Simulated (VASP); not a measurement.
# P (R-3m) in VASP: single point with r2SCAN+D3(BJ)

Aim: the single point of P with r2SCAN+D3(BJ).

Program: VASP 6.6.1. These are calculated values, not measurements. Logs are shortened: lines on timing, memory, paths and dates and some standing lists are left out, and cuts for length are marked.

### 1 The cell of the first run

The structure is trigonal, space group R-3m (No. 166). The conventional cell has a = 3.465 Å, b = 3.465 Å, c = 9.269 Å, α = 90.00°, β = 90.00°, γ = 120.00°. P (site symmetry 3m) has 6 P at 2.30 to 2.80 Å within 3.0 Å.

### 2 Single point, r2SCAN+D3(BJ) (16.07 Å³/atom)

Input file POSCAR:

```
P
1.0
    1.7327451571      1.0004008829      3.0898041214
   -1.7327451571      1.0004008829      3.0898041214
    0.0000000000     -2.0008017658      3.0898041214
P
2
Direct
    0.2280199761      0.2280199761      0.2280199761
    0.7719800239      0.7719800239      0.7719800239
```

Input file INCAR.step1:

```
PREC     = Accurate       # precision mode
ENCUT    = 520            # plane-wave cutoff, eV
ISMEAR   = 0              # smearing method
SIGMA    = 0.05           # smearing width, eV
LREAL    = F              # projectors in reciprocal space
LASPH    = T              # aspherical terms in the spheres
NELM     = 100            # most SCF steps
NBANDS   = 12             # bands
GGA      = PE             # functional
ALGO     = Normal         # electronic algorithm
EDIFF    = 1E-4           # SCF threshold, eV
LWAVE    = T              # write WAVECAR
LCHARG   = F              # write CHGCAR
```

Input file INCAR.step2:

```
PREC     = Accurate       # precision mode
ENCUT    = 520            # plane-wave cutoff, eV
EDIFF    = 1E-6           # SCF threshold, eV
ISMEAR   = 0              # smearing method
SIGMA    = 0.05           # smearing width, eV
LREAL    = F              # projectors in reciprocal space
LASPH    = T              # aspherical terms in the spheres
NELM     = 100            # most SCF steps
ALGO     = Normal         # electronic algorithm
ISIF     = 2              # what is computed and relaxed
LWAVE    = F              # write WAVECAR
LCHARG   = F              # write CHGCAR
METAGGA  = R2SCAN         # meta-GGA
LMIXTAU  = T            
IVDW     = 12             # dispersion correction
VDW_S6   = 1.0          
VDW_S8   = 0.78981345   
VDW_A1   = 0.49484001   
VDW_A2   = 5.73083694   
NBANDS   = 12             # bands
ISTART   = 1
```

Input file KPOINTS:

```
Automatic mesh
0
Gamma
  16 16 16
```

Potentials or basis: VASP PAW PBE potentials, release 64 (P).

Run with:

```console
$ cat potpaw_PBE.64/P/POTCAR > POTCAR
$ cp INCAR.step1 INCAR
$ mpirun -np 1 vasp_std > vasp.out
$ cp INCAR.step2 INCAR
$ mpirun -np 1 vasp_std > vasp.out
```

OUTCAR:

```text
PREC = Accurate
   ENCUT = 520
   EDIFF = 1E-6
   ISMEAR = 0
   LREAL = F
   LASPH = T
   NELM = 100
   ISIF = 2
   METAGGA = R2SCAN
   IVDW = 12
   ISTART = 1
 IVDW          = 12

 ion  position               nearest neighbor table
   1  0.228  0.228  0.228-   2 2.30   2 2.30   2 2.30   2 2.80   2 2.80   2 2.80
   2  0.772  0.772  0.772-   1 2.30   1 2.30   1 2.30   1 2.80   1 2.80   1 2.80

  LATTYP: Found a trigonal (rhomboedric) cell.
 ALAT       =     3.6810456686
 COS(alpha) =     0.5568436548

  Lattice vectors:

 A1 = (   1.7327451571,   1.0004008829,   3.0898041214)
 A2 = (  -1.7327451571,   1.0004008829,   3.0898041214)
 A3 = (   0.0000000000,  -2.0008017658,   3.0898041214)

Analysis of symmetry for initial positions (statically):
=====================================================================
 Subroutine PRICEL returns:
 Original cell was already a primitive cell.

 Routine SETGRP: Setting up the symmetry group for a
 trigonal (rhombohedral) supercell.

 Subroutine GETGRP returns: Found 12 space group operations
 (whereof 12 operations were pure point group operations)
 out of a pool of 12 trial point group operations.

The static configuration has the point symmetry D_3d.

Analysis of symmetry for dynamics (positions and initial velocities):
=====================================================================
 Subroutine PRICEL returns:
 Original cell was already a primitive cell.

 Routine SETGRP: Setting up the symmetry group for a
 trigonal (rhombohedral) supercell.

 Subroutine GETGRP returns: Found 12 space group operations
 (whereof 12 operations were pure point group operations)
 out of a pool of 12 trial point group operations.

The dynamic configuration has the point symmetry D_3d.

 Subroutine INISYM returns: Found 12 space group operations
 (whereof 12 operations are pure point group operations),
 and found     1 'primitive' translations

----------------------------------------------------------------------------------------

                                     Primitive cell

  volume of cell :      32.1359

  direct lattice vectors                    reciprocal lattice vectors
     1.732745157  1.000400883  3.089804121     0.288559456  0.166599880  0.107881704
    -1.732745157  1.000400883  3.089804121    -0.288559456  0.166599880  0.107881704
     0.000000000 -2.000801766  3.089804121     0.000000000 -0.333199759  0.107881704

  length of vectors
     3.681045669  3.681045669  3.681045669     0.350229270  0.350229270  0.350229270

  position of ions in fractional coordinates (direct lattice)
     0.228019976  0.228019976  0.228019976
     0.771980024  0.771980024  0.771980024

  ion indices of the primitive-cell ions
   primitive index   ion index
                 1           1
                 2           2

----------------------------------------------------------------------------------------

 KPOINTS: Automatic mesh

Automatic generation of k-mesh.
 Grid dimensions read from file:
 generate k-points for:   16   16   16

 Generating k-lattice:

  Cartesian coordinates                     Fractional coordinates (reciprocal lattice)
     0.018034966  0.010412492  0.006742606     0.062500000  0.000000000  0.000000000
    -0.018034966  0.010412492  0.006742606     0.000000000  0.062500000  0.000000000
     0.000000000 -0.020824985  0.006742606     0.000000000  0.000000000  0.062500000

  Length of vectors
     0.021889329  0.021889329  0.021889329

  Shift w.r.t. Gamma in fractional coordinates (k-lattice)
     0.000000000  0.000000000  0.000000000

 Subroutine IBZKPT returns following result:
 ===========================================

 Found    417 irreducible k-points:

 Following reciprocal coordinates:
            Coordinates               Weight
  0.000000  0.000000  0.000000      1.000000
  0.062500 -0.000000  0.000000      6.000000
  0.125000 -0.000000  0.000000      6.000000
  0.187500 -0.000000  0.000000      6.000000
  0.250000 -0.000000  0.000000      6.000000
  0.312500  0.000000 -0.000000      6.000000
[... 16 lines left out ...]
 -0.125000  0.062500 -0.000000     12.000000
 -0.062500  0.062500  0.000000      6.000000
 [... further k-points ...]
   k-points           NKPTS =    417   k-points in BZ     NKDIM =    417   number of bands    NBANDS=     12
   number of dos      NEDOS =    301   number of ions     NIONS =      2
   total plane-waves  NPLWV =  21952
   dimension x,y,z NGX =    28 NGY =   28 NGZ =   28
   dimension x,y,z NGXF=    56 NGYF=   56 NGZF=   56
   ions per type =               2
   NGX,Y,Z   is equivalent  to a cutoff of  12.65, 12.65, 12.65 a.u.
   NGXF,Y,Z  is equivalent  to a cutoff of  25.29, 25.29, 25.29 a.u.
 SYSTEM =  unknown system
   PREC   = accura    normal or accurate (medium, high low for compatibility)
   ISTART =      1    job   : 0-new  1-cont  2-samecut
   ICHARG =      0    charge: 1-file 2-atom 10-const
   ISPIN  =      1    spin polarized calculation?
   LNONCOLLINEAR =      F non collinear calculations
   LSORBIT =      F    spin-orbit coupling
   LASPH  =      T    aspherical Exc in radial PAW
   ENCUT  =  520.0 eV  38.22 Ry    6.18 a.u.   6.84  6.84  6.84*2*pi/ulx,y,z
   NELM   =    100;   NELMIN=  2; NELMDL=  0     # of ELM steps
   EDIFF  = 0.1E-05   stopping-criterion for ELM
   LREAL  =      F    real-space projection
   EDIFFG = 0.1E-04   stopping-criterion for IOM
   NSW    =      0    number of steps for IOM
   IBRION =     -1    ionic relax: 0-MD 1-quasi-New 2-CG
   NFREE  =      0    steps in history (QN), initial steepest desc. (CG)
   ISIF   =      2    stress and relaxation
   ISYM   =      2    0-nonsym 1-usesym 2-fastsym
   POTIM  = 0.5000    time-step for ionic-motion
   TEBEG  =    0.0;   TEEND  =   0.0 temperature during run
   PSTRESS=    0.0 pullay stress
   NELECT =      10.0000    total number of electrons
   NUPDOWN=      -1.0000    fix difference up-down
   EMIN   =  10.00;   EMAX   =-10.00  energy-range for DOS
   EFERMI =   0.00;   METHOD = LEGACY
   ISMEAR =     0;   SIGMA  =   0.05  broadening in eV -4-tet -1-fermi 0-gaus
   EFERMI_NEDOS =   21; number of points for ismear=-14 and -15
   IALGO  =     38    algorithm
   IMIX   =      4    mixing-type and parameters
     AMIX     =   0.40;   BMIX     =  1.00
     AMIX_MAG =   1.60;   BMIX_MAG =  1.00
  volume/ion in A,a.u.               =      16.07       108.43
  Fermi-wavevector in a.u.,A,eV,Ry     =   1.109374  2.096412 16.744825  1.230710
  Thomas-Fermi vector in A             =   2.245912
   LORBIT       =      0    0 simple, 1 ext, 2 COOP (PROOUT), +10 PAW based schemes
   METAGGA = R2SCAN    functional components
   LHFCALC =     F    Hartree Fock is set to
   AEXX    =    0.0000 exact exchange contribution
   IVDW    =    12    specifies the selected vdW correction
   LEPSILON=     F    determine dielectric tensor
   LRPA    =     F    only Hartree local field effects (RPA)
 non-spin polarized calculation
 Gauss-broadening in eV      SIGMA  =   0.05
  energy-cutoff  :      520.00
  volume of cell :       32.14
 maximum number of plane-waves:       883
   NGX = 13   NGY = 13   NGZ = 13

 number of electron      10.0000001 magnetization

 Free energy of the ion-electron system (eV)
  ---------------------------------------------------
  ext. energy  EPLUGINS =         0.00000000
  ---------------------------------------------------
  free energy    TOTEN  =       -17.77477698 eV

  energy without entropy =      -17.77438028  energy(sigma->0) =      -17.77457863

 E-fermi :   9.1474     XC(G=0): -11.3222

 val. band max:        9.1468764420   @ k =   0.2500   0.2500   0.1875
 cond. band min:       9.1558833291   @ k =  -0.4375   0.0625  -0.0000
 fundamental gap:      0.0090068871
 Fermi energy:         9.1473867012

 k-point     1 :       0.0000    0.0000    0.0000
  band No.  band energies     occupation
      1      -8.3406      2.00000
      2       5.5648      2.00000
      3       5.7449      2.00000
      4       5.8514      2.00000
      5       5.8514      2.00000
      6      10.6286      0.00000
      7      11.9245      0.00000
      8      11.9245      0.00000
      9      15.1054      0.00000
     10      15.1054      0.00000
     11      16.4603      0.00000
     12      16.4679      0.00000

 k-point     2 :       0.0625   -0.0000    0.0000
  band No.  band energies     occupation
      1      -8.2743      2.00000
      2       4.6202      2.00000
      3       5.7259      2.00000
      4       5.8038      2.00000
      5       6.5227      2.00000
      6      10.8192      0.00000
      7      11.9050      0.00000
      8      11.9064      0.00000
      9      14.6797      0.00000
     10      14.7208      0.00000
     11      15.6069      0.00000
     12      17.1613      0.00000

 k-point     3 :       0.1250   -0.0000    0.0000
  band No.  band energies     occupation
      1      -8.0758      2.00000
      2       3.3806      2.00000
      3       5.6293      2.00000
      4       5.6771      2.00000
      5       7.1004      2.00000
      6      11.0468      0.00000
      7      11.7188      0.00000
      8      11.9374      0.00000
      9      13.9376      0.00000
     10      14.5017      0.00000
     11      15.2831      0.00000
     12      18.4442      0.00000

 k-point     4 :       0.1875   -0.0000    0.0000
  band No.  band energies     occupation
      1      -7.7463      2.00000
      2       2.0544      2.00000
      3       5.5081      2.00000
      4       5.5309      2.00000
      5       7.5155      2.00000
      6      10.8805      0.00000
      7      11.2604      0.00000
      8      11.6567      0.00000
      9      14.1105      0.00000
     10      14.8855      0.00000
     11      15.2142      0.00000
     12      19.9284      0.00000

 k-point     5 :       0.2500   -0.0000    0.0000
  band No.  band energies     occupation
      1      -7.2885      2.00000
      2       0.7163      2.00000
      3       5.3342      2.00000
      4       5.4687      2.00000
      5       7.8147      2.00000
      6      10.4568      0.00000
      7      10.7011      0.00000
      8      11.0002      0.00000
      9      15.1498      0.00000
     10      15.4431      0.00000
     11      15.7251      0.00000
     12      21.5379      0.00000
[... 228 lines left out ...]
      1      -7.0318      2.00000
      2       0.2223      2.00000
      3       4.7115      2.00000
      4       5.9773      2.00000
      5       7.5520      2.00000
      6      10.0821      0.00000
      7      10.2615      0.00000
      8      11.4487      0.00000
      9      14.9576      0.00000
     10      15.5915      0.00000
     11      17.1968      0.00000
     12      21.1972      0.00000

 k-point    22 :      -0.1875    0.0625   -0.0000
  band No.  band energies     occupation
      1      -7.5354      2.00000
      2       1.5187      2.00000
      3       4.9097      2.00000
      4       6.0094      2.00000
      5       7.3725      2.00000
      6      10.6020      0.00000
      7      10.9146      0.00000
      8      11.6836      0.00000
      9      14.0564      0.00000
     10      15.2972      0.00000
     11      16.0374      0.00000
     12      19.6500      0.00000

 k-point    23 :      -0.1250    0.0625   -0.0000
  band No.  band energies     occupation
      1      -7.9122      2.00000
      2       2.7940      2.00000
      3       5.1632      2.00000
      4       6.0004      2.00000
      5       7.1001      2.00000
      6      11.0980      0.00000
      7      11.4258      0.00000
      8      11.8489      0.00000
      9      13.6906      0.00000
     10      14.7279      0.00000
     11      15.7415      0.00000
     12      18.2658      0.00000

 k-point    24 :      -0.0625    0.0625    0.0000
  band No.  band energies     occupation
      1      -8.1591      2.00000
      2       3.9261      2.00000
      3       5.4711      2.00000
      4       5.9127      2.00000
      5       6.7702      2.00000
      6      11.0982      0.00000
      7      11.6231      0.00000
      8      12.0773      0.00000
      9      14.0903      0.00000
     10      14.3833      0.00000
     11      15.7954      0.00000
     12      17.3178      0.00000

 [... further k-points ...]

------------------------ aborting loop because EDIFF is reached ----------------------------------------

 Edisp (eV)   -0.41059

 E8    (eV) :    -0.1167

  FORCE on cell =-STRESS in cart. coord.  units (eV):
  Direction    XX          YY          ZZ          XY          YZ          ZX
  --------------------------------------------------------------------------------------
  -------------------------------------------------------------------------------------
  Total      -0.52911    -0.52911    -0.48979    -0.00000     0.00000     0.00000
  in kB     -26.37949   -26.37949   -24.41908    -0.00000     0.00000     0.00000
  external pressure =      -25.73 kB  Pullay stress =        0.00 kB

 VOLUME and BASIS-vectors are now :
 -----------------------------------------------------------------------------
  energy-cutoff  :      520.00
  volume of cell :       32.14
      direct lattice vectors                 reciprocal lattice vectors
     1.732745157  1.000400883  3.089804121     0.288559456  0.166599880  0.107881704
    -1.732745157  1.000400883  3.089804121    -0.288559456  0.166599880  0.107881704
     0.000000000 -2.000801766  3.089804121     0.000000000 -0.333199759  0.107881704

 POSITION                                       TOTAL-FORCE (eV/Angst)
 -----------------------------------------------------------------------------------
      0.00000      0.00000      2.11361         0.000000      0.000000     -0.090522
      0.00000      0.00000      7.15580         0.000000      0.000000      0.090522
 -----------------------------------------------------------------------------------
    total drift:                               -0.000000     -0.000000      0.000000

  FREE ENERGIE OF THE ION-ELECTRON SYSTEM (eV)
  ---------------------------------------------------
  free  energy   TOTEN  =       -18.1853707605 eV

  energy  without entropy=      -18.1849740527  energy(sigma->0) =      -18.18517241
```

It took 3.5 min on 1 thread of Intel Xeon 6975P-C (Granite Rapids), shared host; peak memory 0.26 GiB.

Results:

```
Free energy                : -18.1854 eV
Pressure                   : -2.6 GPa
Largest force              : 0.091 eV/Å
Band gap on the k mesh     : zero (bands 5 and 6 overlap by 1.01 eV)
Dispersion energy per atom : -0.205 eV
```

Forces on the atoms (eV/Å):
```
P    0.000  0.000 -0.091
P    0.000  0.000  0.091
```

Caveat: the PAW data sets were made with another functional, which shifts forces and pressure a little.
